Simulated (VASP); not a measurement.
# V (P6_3/mmc) in VASP: relaxation of cell and atoms with PBE

Aim: the relaxation of cell and atoms of V with PBE.

Program: VASP 6.6.1. These are calculated values, not measurements. Logs are shortened: lines on timing, memory, paths and dates and some standing lists are left out, and cuts for length are marked.

## 1. The cell of the first run

The structure is hexagonal, space group P6_3/mmc (No. 194). Conventional cell: a = 2.397 Å, b = 2.397 Å, c = 4.334 Å, α = 90.00°, β = 90.00°, γ = 120.00°. V (site symmetry -6m2) has 12 V at 2.40 to 2.57 Å within 3.2 Å.

## 2. Relaxation of cell and atoms, PBE, target pressure 69 GPa, at which the enthalpy is minimised

Input file INCAR:

```
ALGO = Normal ; EDIFF = 1E-6
EDIFFG = -0.005 ; ENCUT = 600
GGA = PE ; IBRION = 2
ISIF = 3 ; ISMEAR = -1
LASPH = True ; LCHARG = False
LREAL = False ; LWAVE = False
NELM = 60 ; NSW = 32
PREC = Accurate ; PSTRESS = 690.0
SIGMA = 0.1
```

Input file KPOINTS:

```
k-points
0
Gamma
  18 18 10
```

Input file POSCAR:

```
V
1.0
    2.3971587230      0.0000000000      0.0000000000
   -1.1985793615      2.0760003511      0.0000000000
    0.0000000000      0.0000000000      4.3335074038
V
2
Direct
    0.3333333333      0.6666666667      0.2500000000
    0.6666666667      0.3333333333      0.7500000000
```

Potentials or basis: VASP PAW PBE potentials, release 64 (V_sv).

The run is started by

```console
$ cat potpaw_PBE.64/V_sv/POTCAR > POTCAR
$ mpirun -np 1 vasp_std > vasp.out
```

OUTCAR:

```text
EDIFF = 1E-6
   EDIFFG = -0.005
   ENCUT = 600
   GGA = PE
   IBRION = 2
   ISIF = 3
   ISMEAR = -1
   LASPH = True
   LREAL = False
   NELM = 60
   NSW = 32
   PREC = Accurate
   PSTRESS = 690.0

 ion  position               nearest neighbor table
   1  0.333  0.667  0.250-   2 2.57   2 2.57   2 2.57   2 2.57   2 2.57   2 2.57
   2  0.667  0.333  0.750-   1 2.57   1 2.57   1 2.57   1 2.57   1 2.57   1 2.57

  LATTYP: Found a hexagonal cell.
 ALAT       =     2.3971587230
 C/A-ratio  =     1.8077682392

  Lattice vectors:

 A1 = (   2.3971587230,   0.0000000000,   0.0000000000)
 A2 = (  -1.1985793615,   2.0760003511,   0.0000000000)
 A3 = (   0.0000000000,   0.0000000000,   4.3335074038)

Analysis of symmetry for initial positions (statically):
=====================================================================
 Subroutine PRICEL returns:
 Original cell was already a primitive cell.

 Routine SETGRP: Setting up the symmetry group for a
 hexagonal supercell.

 Subroutine GETGRP returns: Found 24 space group operations
 (whereof 12 operations were pure point group operations)
 out of a pool of 24 trial point group operations.

The static configuration has the point symmetry D_3d.
 The point group associated with its full space group is D_6h.

Analysis of symmetry for dynamics (positions and initial velocities):
=====================================================================
 Subroutine PRICEL returns:
 Original cell was already a primitive cell.

 Routine SETGRP: Setting up the symmetry group for a
 hexagonal supercell.

 Subroutine GETGRP returns: Found 24 space group operations
 (whereof 12 operations were pure point group operations)
 out of a pool of 24 trial point group operations.

The dynamic configuration has the point symmetry D_3d.
 The point group associated with its full space group is D_6h.

 Subroutine INISYM returns: Found 24 space group operations
 (whereof 12 operations are pure point group operations),
 and found     1 'primitive' translations

----------------------------------------------------------------------------------------

                                     Primitive cell

  volume of cell :      21.5657

  direct lattice vectors                    reciprocal lattice vectors
     2.397158723  0.000000000  0.000000000     0.417160529  0.240847743  0.000000000
    -1.198579361  2.076000351  0.000000000     0.000000000  0.481695487  0.000000000
     0.000000000  0.000000000  4.333507404     0.000000000  0.000000000  0.230759961

  length of vectors
     2.397158723  2.397158723  4.333507404     0.481695487  0.481695487  0.230759961

  position of ions in fractional coordinates (direct lattice)
     0.333333333  0.666666667  0.250000000
     0.666666667  0.333333333  0.750000000

  ion indices of the primitive-cell ions
   primitive index   ion index
                 1           1
                 2           2

----------------------------------------------------------------------------------------

 KPOINTS: k-points

Automatic generation of k-mesh.
 Grid dimensions read from file:
 generate k-points for:   18   18   10

 Generating k-lattice:

  Cartesian coordinates                     Fractional coordinates (reciprocal lattice)
     0.023175585  0.013380430  0.000000000     0.055555556  0.000000000  0.000000000
     0.000000000  0.026760860  0.000000000     0.000000000  0.055555556  0.000000000
     0.000000000  0.000000000  0.023075996     0.000000000  0.000000000  0.100000000

  Length of vectors
     0.026760860  0.026760860  0.023075996

  Shift w.r.t. Gamma in fractional coordinates (k-lattice)
     0.000000000  0.000000000  0.000000000

 Subroutine IBZKPT returns following result:
 ===========================================

 Found    222 irreducible k-points:

 Following reciprocal coordinates:
            Coordinates               Weight
  0.000000  0.000000  0.000000      1.000000
  0.055556 -0.000000  0.000000      6.000000
  0.111111 -0.000000  0.000000      6.000000
  0.166667  0.000000  0.000000      6.000000
  0.222222  0.000000  0.000000      6.000000
  0.277778  0.000000  0.000000      6.000000
[... 16 lines left out ...]
  0.333333  0.111111  0.000000     12.000000
  0.388889  0.111111  0.000000     12.000000
 [... further k-points ...]
   k-points           NKPTS =    222   k-points in BZ     NKDIM =    222   number of bands    NBANDS=     17
   number of dos      NEDOS =    301   number of ions     NIONS =      2
   total plane-waves  NPLWV =  14400
   dimension x,y,z NGX =    20 NGY =   20 NGZ =   36
   dimension x,y,z NGXF=    40 NGYF=   40 NGZF=   72
   ions per type =               2
   NGX,Y,Z   is equivalent  to a cutoff of  13.87, 13.87, 13.81 a.u.
   NGXF,Y,Z  is equivalent  to a cutoff of  27.74, 27.74, 27.62 a.u.
 SYSTEM =  unknown system
   PREC   = accura    normal or accurate (medium, high low for compatibility)
   ISTART =      0    job   : 0-new  1-cont  2-samecut
   ICHARG =      2    charge: 1-file 2-atom 10-const
   ISPIN  =      1    spin polarized calculation?
   LNONCOLLINEAR =      F non collinear calculations
   LSORBIT =      F    spin-orbit coupling
   LASPH  =      T    aspherical Exc in radial PAW
   ENCUT  =  600.0 eV  44.10 Ry    6.64 a.u.   4.79  4.79  8.66*2*pi/ulx,y,z
   NELM   =     60;   NELMIN=  2; NELMDL= -5     # of ELM steps
   EDIFF  = 0.1E-05   stopping-criterion for ELM
   LREAL  =      F    real-space projection
   EDIFFG = -.5E-02   stopping-criterion for IOM
   NSW    =     32    number of steps for IOM
   IBRION =      2    ionic relax: 0-MD 1-quasi-New 2-CG
   NFREE  =      1    steps in history (QN), initial steepest desc. (CG)
   ISIF   =      3    stress and relaxation
   ISYM   =      2    0-nonsym 1-usesym 2-fastsym
   POTIM  = 0.5000    time-step for ionic-motion
   TEBEG  =    0.0;   TEEND  =   0.0 temperature during run
   PSTRESS=  690.0 pullay stress
   NELECT =      26.0000    total number of electrons
   NUPDOWN=      -1.0000    fix difference up-down
   EMIN   =  10.00;   EMAX   =-10.00  energy-range for DOS
   EFERMI =   0.00;   METHOD = LEGACY
   ISMEAR =    -1;   SIGMA  =   0.10  broadening in eV -4-tet -1-fermi 0-gaus
   EFERMI_NEDOS =   21; number of points for ismear=-14 and -15
   IALGO  =     38    algorithm
   IMIX   =      4    mixing-type and parameters
     AMIX     =   0.40;   BMIX     =  1.00
     AMIX_MAG =   1.60;   BMIX_MAG =  1.00
  volume/ion in A,a.u.               =      10.78        72.77
  Fermi-wavevector in a.u.,A,eV,Ry     =   1.742387  3.292635 41.306110  3.035913
  Thomas-Fermi vector in A             =   2.814662
   LORBIT       =      0    0 simple, 1 ext, 2 COOP (PROOUT), +10 PAW based schemes
   GGA     = PE    functional components
   LHFCALC =     F    Hartree Fock is set to
   AEXX    =    0.0000 exact exchange contribution
   IVDW    =     0    specifies the selected vdW correction
   LEPSILON=     F    determine dielectric tensor
   LRPA    =     F    only Hartree local field effects (RPA)
 conjugate gradient relaxation of ions
 non-spin polarized calculation
  energy-cutoff  :      600.00
  volume of cell :       21.57
 maximum number of plane-waves:       730
 NGX is ok and might be reduce to    20
   NGX =  9   NGY =  9   NGZ = 17

--------------------------------------- Ionic step        1  -------------------------------------------

 number of electron      25.9999993 magnetization

 Free energy of the ion-electron system (eV)
  ---------------------------------------------------
  ext. energy  EPLUGINS =         0.00000000
  ---------------------------------------------------
  free energy    TOTEN  =       -16.42550751 eV

  energy without entropy =      -16.34030376  energy(sigma->0) =      -16.38290563

------------------------ aborting loop because EDIFF is reached ----------------------------------------

  FORCE on cell =-STRESS in cart. coord.  units (eV):
  Direction    XX          YY          ZZ          XY          YZ          ZX
  --------------------------------------------------------------------------------------
  -------------------------------------------------------------------------------------
  Total        9.4074635      9.4074635      9.3469718     -0.0000000      0.0000000      0.0000000
  in kB      698.9069627    698.9069628    694.4128688     -0.0000000      0.0000000      0.0000000
  external PRESSURE =       7.4089314 kB  Pullay stress =     690.0000000 kB

 VOLUME and BASIS-vectors are now :
 -----------------------------------------------------------------------------
  energy-cutoff  :      600.00
  volume of cell :       21.57
      direct lattice vectors                 reciprocal lattice vectors
     2.397158723  0.000000000  0.000000000     0.417160529  0.240847743  0.000000000
    -1.198579361  2.076000351  0.000000000     0.000000000  0.481695487  0.000000000
     0.000000000  0.000000000  4.333507404     0.000000000  0.000000000  0.230759961
[... 236 lines left out ...]
  FREE ENERGIE OF THE ION-ELECTRON SYSTEM (eV)
  ---------------------------------------------------
  free  energy   TOTEN  =       -16.4421393956 eV

  energy  without entropy=      -16.3567118132  energy(sigma->0) =      -16.39942560

  enthalpy is  TOTEN    =        -7.1380627364 eV   P V=        9.3040766592

--------------------------------------- Ionic step        8  -------------------------------------------

 number of electron      25.9999993 magnetization

 Free energy of the ion-electron system (eV)
  ---------------------------------------------------
  ext. energy  EPLUGINS =         0.00000000
  ---------------------------------------------------
  free energy    TOTEN  =       -16.44229037 eV

  energy without entropy =      -16.35686549  energy(sigma->0) =      -16.39957793

 E-fermi :  13.1911     XC(G=0): -14.1315

 val. band max:       13.1910901525   @ k =   0.2222   0.0000   0.4000
 cond. band min:      13.1911492201   @ k =   0.2778   0.1111   0.4000
 fundamental gap:      0.0000590676
 Fermi energy:        13.1910930147

 k-point     1 :       0.0000    0.0000    0.0000
  band No.  band energies     occupation
      1     -50.7560      2.00000
      2     -50.4570      2.00000
      3     -25.1715      2.00000
      4     -23.7337      2.00000
      5     -23.5349      2.00000
      6     -23.5349      2.00000
[... 9 lines left out ...]
     16      13.9217      0.00134
     17      15.5405      0.00000
[... 441 lines left out ...]
 k-point    24 :       0.3889    0.1111    0.0000
  band No.  band energies     occupation
      1     -50.2498      2.00000
      2     -50.1533      2.00000
      3     -25.2230      2.00000
      4     -25.0226      2.00000
      5     -24.3813      2.00000
      6     -24.1017      2.00000
[... 9 lines left out ...]
     16      16.9085      0.00000
     17      16.9128      0.00000

 [... further k-points ...]

------------------------ aborting loop because EDIFF is reached ----------------------------------------

  FORCE on cell =-STRESS in cart. coord.  units (eV):
  Direction    XX          YY          ZZ          XY          YZ          ZX
  --------------------------------------------------------------------------------------
  -------------------------------------------------------------------------------------
  Total        9.3128284      9.3128284      9.3122115      0.0000000      0.0000000      0.0000000
  in kB      690.6378397    690.6378397    690.5920883      0.0000000      0.0000000      0.0000000
  external PRESSURE =       0.6225892 kB  Pullay stress =     690.0000000 kB

 VOLUME and BASIS-vectors are now :
 -----------------------------------------------------------------------------
  energy-cutoff  :      600.00
  volume of cell :       21.60
      direct lattice vectors                 reciprocal lattice vectors
     2.399758921  0.000000000  0.000000000     0.416708525  0.240586779 -0.000000000
    -1.199879461  2.078252189  0.000000000    -0.000000000  0.481173558  0.000000000
     0.000000000  0.000000000  4.331875360    -0.000000000 -0.000000000  0.230846900

 POSITION                                       TOTAL-FORCE (eV/Angst)
 -----------------------------------------------------------------------------------
     -0.00000      1.38550      1.08297        -0.000000      0.000000      0.000000
      1.19988      0.69275      3.24891         0.000000     -0.000000      0.000000
 -----------------------------------------------------------------------------------
    total drift:                                0.000000     -0.000000      0.000000

  FREE ENERGIE OF THE ION-ELECTRON SYSTEM (eV)
  ---------------------------------------------------
  free  energy   TOTEN  =       -16.4422903714 eV

  energy  without entropy=      -16.3568654870  energy(sigma->0) =      -16.39957793

  enthalpy is  TOTEN    =        -7.1380628458 eV   P V=        9.3042275256

 reached required accuracy - stopping structural energy minimisation
```

Run time: 2.5 min. Hardware: 1 thread of Intel Xeon Platinum 8559C (Emerald Rapids), shared host; peak memory 0.2 GiB.

What came out:

| Property | Result |
| --- | --- |
| Free energy | -16.4423 eV |
| Relaxed volume | 10.80 Å³/atom |
| Relaxed cell | a = 2.400 Å, b = 2.400 Å, c = 4.332 Å, α = 90.00°, β = 90.00°, γ = 120.00° |
| Space group after relaxing (to 0.05 Å) | P6_3/mmc (No. 194) |
| Energy change on relaxing (the enthalpy is what falls) | -8.4 meV/atom |
| Ionic steps | 8 |
| Pressure after relaxing | 69.1 GPa |
| Band gap on the k mesh | zero (band 13 reaches 15.30 eV, above the bottom of band 14 at 12.32 eV) |

Step by step:
```tsv
step	energy change (eV)	largest force (eV/Å)	pressure (GPa)	volume (Å³)
1	0.0000	0.0000	69.74	21.57
2	-0.0666	0.0000	66.98	21.72
3	-0.0183	0.0000	68.92	21.61
4	-0.0177	0.0000	69.01	21.61
5	-0.0169	0.0000	69.00	21.60
6	-0.0165	0.0000	69.04	21.60
7	-0.0166	0.0000	69.07	21.60
8	-0.0168	0.0000	69.06	21.60
```

Final structure:
```cif
data_structure
_symmetry_space_group_name_H-M 'P 1'
_symmetry_Int_Tables_number 1
_cell_length_a 2.3998
_cell_length_b 2.3998
_cell_length_c 4.3319
_cell_angle_alpha 90.000
_cell_angle_beta 90.000
_cell_angle_gamma 120.000
_cell_volume 21.60
loop_
_atom_site_label
_atom_site_type_symbol
_atom_site_fract_x
_atom_site_fract_y
_atom_site_fract_z
_atom_site_occupancy
V1 V 0.33333 0.66667 0.25000 1
V2 V 0.66667 0.33333 0.75000 1
```

Caveat: the cell is relaxed towards a set pressure, so the enthalpy falls and the energy may rise.
